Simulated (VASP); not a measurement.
# Si in VASP: single point with r2SCAN

Aim: the single point of Si with r2SCAN.

All numbers are computed with VASP 6.6.1; they aren't measurements. Logs are shortened: lines on timing, memory, paths and dates and some standing lists are left out, and cuts for length are marked.

## Step 1: The cell of the first run

The cell holds a slab with vacuum, 8 atoms: a = 3.747 Å, b = 3.747 Å, c = 23.738 Å, α = 90.00°, β = 90.00°, γ = 120.00°.

## Step 2: Single point, r2SCAN

POSCAR

```
Si
1.0
    3.7467342275     -0.0000000029      0.0000000000
   -1.8733671112      3.2447670236      0.0000000000
    0.0000000000      0.0000000000     23.7383571500
Si
8
Direct
    0.0000000000      0.0000000000      0.6969393153
    0.3333333333      0.6666666667      0.6634168752
    0.0000000000      0.0000000000      0.5855934490
    0.3333333333      0.6666666667      0.5481021468
    0.0000000000      0.0000000000      0.4518978421
    0.3333333333      0.6666666667      0.4144065552
    0.0000000000      0.0000000000      0.3365831116
    0.3333333333      0.6666666667      0.3030607048
```

INCAR.step1

```
PREC = Accurate
ENCUT = 520
ISMEAR = 0
SIGMA = 0.03
LREAL = False
LASPH = True
NELM = 80
LDIPOL = True
IDIPOL = 3
DIPOL = 0.5 0.5 0.500
NBANDS = 26
GGA = PE
ALGO = Normal
EDIFF = 1E-4
LWAVE = True
LCHARG = False
```

INCAR.step2

```
PREC = Accurate
ENCUT = 520
EDIFF = 1E-6
ISMEAR = 0
SIGMA = 0.03
LREAL = False
LASPH = True
NELM = 80
ALGO = Normal
ISIF = 2
LWAVE = False
LCHARG = True
LDIPOL = True
IDIPOL = 3
DIPOL = 0.5 0.5 0.500
METAGGA = R2SCAN
LMIXTAU = True
LELF = True
LVHAR = True
LVACPOTAV = True
NBANDS = 26
ISTART = 1
```

KPOINTS

```
regular mesh
0
Gamma
  10 10 1
```

Potentials or basis: VASP PAW PBE potentials, release 64 (Si).

Run with:

```console
> cat potpaw_PBE.64/Si/POTCAR > POTCAR
> cp INCAR.step1 INCAR
> mpirun -np 1 vasp_std > vasp.out
> cp INCAR.step2 INCAR
> mpirun -np 1 vasp_std > vasp.out
```

OUTCAR:

```text
PREC = Accurate
   ENCUT = 520
   EDIFF = 1E-6
   ISMEAR = 0
   LREAL = False
   LASPH = True
   NELM = 80
   ISIF = 2
   METAGGA = R2SCAN
   ISTART = 1

 ion  position               nearest neighbor table
   1  0.000  0.000  0.697-   2 2.30   2 2.30   2 2.30   3 2.64
   2  0.333  0.667  0.663-   1 2.30   1 2.30   1 2.30   4 2.74   3 2.84   3 2.84   3 2.84
   3  0.000  0.000  0.586-   4 2.34   4 2.34   4 2.34   1 2.64   2 2.84   2 2.84   2 2.84
   4  0.333  0.667  0.548-   3 2.34   3 2.34   3 2.34   2 2.74   5 3.15   5 3.15   5 3.15
   5  0.000  0.000  0.452-   6 2.34   6 2.34   6 2.34   7 2.74   4 3.15   4 3.15   4 3.15
   6  0.333  0.667  0.414-   5 2.34   5 2.34   5 2.34   8 2.64   7 2.84   7 2.84   7 2.84
   7  0.000  0.000  0.337-   8 2.30   8 2.30   8 2.30   5 2.74   6 2.84   6 2.84   6 2.84
   8  0.333  0.667  0.303-   7 2.30   7 2.30   7 2.30   6 2.64

  LATTYP: Found a hexagonal cell.
 ALAT       =     3.7467342275
 C/A-ratio  =     6.3357462015

  Lattice vectors:

 A1 = (   3.7467342275,  -0.0000000029,   0.0000000000)
 A2 = (  -1.8733671112,   3.2447670236,   0.0000000000)
 A3 = (   0.0000000000,   0.0000000000,  23.7383571500)

Analysis of symmetry for initial positions (statically):
=====================================================================
 Subroutine PRICEL returns:
 Original cell was already a primitive cell.

 Routine SETGRP: Setting up the symmetry group for a
 hexagonal supercell.

 Subroutine GETGRP returns: Found 12 space group operations
 (whereof  6 operations were pure point group operations)
 out of a pool of 24 trial point group operations.

The static configuration has the point symmetry C_3v.
 The point group associated with its full space group is D_3d.

Analysis of symmetry for dynamics (positions and initial velocities):
=====================================================================
 Subroutine PRICEL returns:
 Original cell was already a primitive cell.

 Routine SETGRP: Setting up the symmetry group for a
 hexagonal supercell.

 Subroutine GETGRP returns: Found 12 space group operations
 (whereof  6 operations were pure point group operations)
 out of a pool of 24 trial point group operations.

The dynamic configuration has the point symmetry C_3v.
 The point group associated with its full space group is D_3d.

 Subroutine INISYM returns: Found 12 space group operations
 (whereof  6 operations are pure point group operations),
 and found     1 'primitive' translations

----------------------------------------------------------------------------------------

                                     Primitive cell

  volume of cell :     288.5938

  direct lattice vectors                    reciprocal lattice vectors
     3.746734228 -0.000000003  0.000000000     0.266899102  0.154094268  0.000000000
    -1.873367111  3.244767024  0.000000000     0.000000000  0.308188537  0.000000000
     0.000000000  0.000000000 23.738357150     0.000000000  0.000000000  0.042125914

  length of vectors
     3.746734228  3.746734227 23.738357150     0.308188537  0.308188537  0.042125914

  position of ions in fractional coordinates (direct lattice)
     0.000000000  0.000000000  0.696939315
     0.333333333  0.666666667  0.663416875
     0.000000000  0.000000000  0.585593449
     0.333333333  0.666666667  0.548102147
     0.000000000  0.000000000  0.451897842
     0.333333333  0.666666667  0.414406555
     0.000000000  0.000000000  0.336583112
     0.333333333  0.666666667  0.303060705

  ion indices of the primitive-cell ions
   primitive index   ion index
                 1           1
                 2           2
                 3           3
                 4           4
                 5           5
                 6           6
                 7           7
                 8           8

----------------------------------------------------------------------------------------

 KPOINTS: regular mesh

Automatic generation of k-mesh.
 Grid dimensions read from file:
 generate k-points for:   10   10    1

 Generating k-lattice:

  Cartesian coordinates                     Fractional coordinates (reciprocal lattice)
     0.026689910  0.015409427  0.000000000     0.100000000 -0.000000000  0.000000000
     0.000000000  0.030818854  0.000000000    -0.000000000  0.100000000  0.000000000
     0.000000000  0.000000000  0.042125914     0.000000000  0.000000000  1.000000000

  Length of vectors
     0.030818854  0.030818854  0.042125914

  Shift w.r.t. Gamma in fractional coordinates (k-lattice)
     0.000000000  0.000000000  0.000000000

 Subroutine IBZKPT returns following result:
 ===========================================

 Found     14 irreducible k-points:

 Following reciprocal coordinates:
            Coordinates               Weight
  0.000000  0.000000  0.000000      1.000000
  0.100000  0.000000  0.000000      6.000000
  0.200000  0.000000  0.000000      6.000000
  0.300000  0.000000  0.000000      6.000000
  0.400000  0.000000  0.000000      6.000000
  0.500000 -0.000000  0.000000      3.000000
  0.100000  0.100000  0.000000      6.000000
  0.200000  0.100000  0.000000     12.000000
  0.300000  0.100000  0.000000     12.000000
  0.400000  0.100000  0.000000     12.000000
  0.200000  0.200000  0.000000      6.000000
  0.300000  0.200000  0.000000     12.000000
  0.400000  0.200000  0.000000      6.000000
  0.300000  0.300000  0.000000      6.000000
   k-points           NKPTS =     14   k-points in BZ     NKDIM =     14   number of bands    NBANDS=     26
   number of dos      NEDOS =    301   number of ions     NIONS =      8
   total plane-waves  NPLWV = 141120
   dimension x,y,z NGX =    28 NGY =   28 NGZ =  180
   dimension x,y,z NGXF=    56 NGYF=   56 NGZF=  360
   ions per type =               8
   NGX,Y,Z   is equivalent  to a cutoff of  12.42, 12.42, 12.61 a.u.
   NGXF,Y,Z  is equivalent  to a cutoff of  24.85, 24.85, 25.21 a.u.
 SYSTEM =  unknown system
   PREC   = accura    normal or accurate (medium, high low for compatibility)
   ISTART =      1    job   : 0-new  1-cont  2-samecut
   ICHARG =      0    charge: 1-file 2-atom 10-const
   ISPIN  =      1    spin polarized calculation?
   LNONCOLLINEAR =      F non collinear calculations
   LSORBIT =      F    spin-orbit coupling
   LASPH  =      T    aspherical Exc in radial PAW
   ENCUT  =  520.0 eV  38.22 Ry    6.18 a.u.   6.97  6.97 44.14*2*pi/ulx,y,z
   NELM   =     80;   NELMIN=  2; NELMDL=  0     # of ELM steps
   EDIFF  = 0.1E-05   stopping-criterion for ELM
   LREAL  =      F    real-space projection
   EDIFFG = 0.1E-04   stopping-criterion for IOM
   NSW    =      0    number of steps for IOM
   IBRION =     -1    ionic relax: 0-MD 1-quasi-New 2-CG
   NFREE  =      0    steps in history (QN), initial steepest desc. (CG)
   ISIF   =      2    stress and relaxation
   ISYM   =      2    0-nonsym 1-usesym 2-fastsym
   POTIM  = 0.5000    time-step for ionic-motion
   TEBEG  =    0.0;   TEEND  =   0.0 temperature during run
   PSTRESS=    0.0 pullay stress
   NELECT =      32.0000    total number of electrons
   NUPDOWN=      -1.0000    fix difference up-down
   EMIN   =  10.00;   EMAX   =-10.00  energy-range for DOS
   EFERMI =   0.00;   METHOD = LEGACY
   ISMEAR =     0;   SIGMA  =   0.03  broadening in eV -4-tet -1-fermi 0-gaus
   EFERMI_NEDOS =   21; number of points for ismear=-14 and -15
   IALGO  =     38    algorithm
   IMIX   =      4    mixing-type and parameters
     AMIX     =   0.40;   BMIX     =  1.00
     AMIX_MAG =   1.60;   BMIX_MAG =  1.00
  volume/ion in A,a.u.               =      36.07       243.44
  Fermi-wavevector in a.u.,A,eV,Ry     =   0.786495  1.486259  8.416209  0.618574
  Thomas-Fermi vector in A             =   1.891045
   LORBIT       =      0    0 simple, 1 ext, 2 COOP (PROOUT), +10 PAW based schemes
   METAGGA = R2SCAN    functional components
   LHFCALC =     F    Hartree Fock is set to
   AEXX    =    0.0000 exact exchange contribution
   IVDW    =     0    specifies the selected vdW correction
   LEPSILON=     F    determine dielectric tensor
   LRPA    =     F    only Hartree local field effects (RPA)
 non-spin polarized calculation
 Gauss-broadening in eV      SIGMA  =   0.03
  energy-cutoff  :      520.00
  volume of cell :      288.59
 maximum number of plane-waves:      7800
 NGX is ok and might be reduce to    28
   NGX = 13   NGY = 13   NGZ = 89

 number of electron      32.0000000 magnetization

 dipolmoment           0.000000      0.000000      0.000008 electrons x Angstroem

 Free energy of the ion-electron system (eV)
  ---------------------------------------------------
  ext. energy  EPLUGINS =         0.00000000
  ---------------------------------------------------
  free energy    TOTEN  =       -65.72032868 eV

  energy without entropy =      -65.71954890  energy(sigma->0) =      -65.71993879

 E-fermi :   1.5591     XC(G=0):  -5.6867

 val. band max:        1.5494763696   @ k =   0.0000   0.0000   0.0000
 cond. band min:       1.5853144455   @ k =   0.3000   0.0000   0.0000
 fundamental gap:      0.0358380759
 Fermi energy:         1.5591107641

 k-point     1 :       0.0000    0.0000    0.0000
  band No.  band energies     occupation
      1     -12.3377      2.00000
      2     -12.0757      2.00000
      3     -10.1780      2.00000
      4      -9.3187      2.00000
      5      -5.4153      2.00000
      6      -3.6150      2.00000
[... 18 lines left out ...]
     25       5.2557      0.00000
     26       5.2557      0.00000

 k-point     2 :       0.1000    0.0000    0.0000
  band No.  band energies     occupation
      1     -12.2050      2.00000
      2     -11.9434      2.00000
      3     -10.0457      2.00000
      4      -9.1872      2.00000
      5      -5.2873      2.00000
      6      -3.4914      2.00000
[... 18 lines left out ...]
     25       5.0801      0.00000
[... 318 lines left out ...]
     25       5.9041      0.00000
     26       6.7109      0.00000

 k-point    14 :       0.3000    0.3000    0.0000
  band No.  band energies     occupation
      1      -9.1401      2.00000
      2      -8.8952      2.00000
      3      -8.1032      2.00000
      4      -7.8787      2.00000
      5      -6.9337      2.00000
      6      -6.1191      2.00000
[... 18 lines left out ...]
     25       6.6052      0.00000
     26       6.7505      0.00000

------------------------ aborting loop because EDIFF is reached ----------------------------------------

  FORCE on cell =-STRESS in cart. coord.  units (eV):
  Direction    XX          YY          ZZ          XY          YZ          ZX
  --------------------------------------------------------------------------------------
  -------------------------------------------------------------------------------------
  Total        3.4852013      3.4852013     -0.0791671      0.0000000     -0.0000000      0.0000000
  in kB       19.3486817     19.3486817     -0.4395096      0.0000000     -0.0000000      0.0000000
  external PRESSURE =      12.7526179 kB  Pullay stress =       0.0000000 kB

 VOLUME and BASIS-vectors are now :
 -----------------------------------------------------------------------------
  energy-cutoff  :      520.00
  volume of cell :      288.59
      direct lattice vectors                 reciprocal lattice vectors
     3.746734228 -0.000000003  0.000000000     0.266899102  0.154094268  0.000000000
    -1.873367111  3.244767024  0.000000000     0.000000000  0.308188537  0.000000000
     0.000000000  0.000000000 23.738357150     0.000000000  0.000000000  0.042125914

 POSITION                                       TOTAL-FORCE (eV/Angst)
 -----------------------------------------------------------------------------------
      0.00000      0.00000     16.54419        -0.000000      0.000000     -0.026891
      0.00000      2.16318     15.74843         0.000000      0.000000      0.023136
      0.00000      0.00000     13.90103        -0.000000     -0.000000     -0.019294
      0.00000      2.16318     13.01104         0.000000     -0.000000      0.035319
      0.00000      0.00000     10.72731        -0.000000      0.000000     -0.035319
      0.00000      2.16318      9.83733         0.000000      0.000000      0.019294
      0.00000      0.00000      7.98993        -0.000000     -0.000000     -0.023136
      0.00000      2.16318      7.19416         0.000000     -0.000000      0.026891
 -----------------------------------------------------------------------------------
    total drift:                                0.000007     -0.000003      0.000526

  FREE ENERGIE OF THE ION-ELECTRON SYSTEM (eV)
  ---------------------------------------------------
  free  energy   TOTEN  =       -65.7203286813 eV

  energy  without entropy=      -65.7195489015  energy(sigma->0) =      -65.71993879

 vacuum level on the upper side and lower side of the slab         5.827         5.827
```

It took 8.9 min on 1 thread of Intel Xeon Platinum 8259CL at 2.50GHz (Skylake/Cascade Lake), shared host; peak memory 0.41 GiB.

What came out:

```
Free energy            : -65.7203 eV
Largest force          : 0.035 eV/Å
Band gap on the k mesh : zero (band 16 reaches 1.91 eV, above the bottom of band 17 at 1.03 eV)
```

Forces in eV/Å, atoms in the order of the input:
```
Si   0.000  0.000 -0.027
Si   0.000  0.000  0.023
Si   0.000  0.000 -0.019
Si   0.000  0.000  0.035
Si   0.000  0.000 -0.035
Si   0.000  0.000  0.019
Si   0.000  0.000 -0.023
Si   0.000  0.000  0.027
```

Caveat: the PAW data sets were made with another functional, which shifts forces and pressure a little.
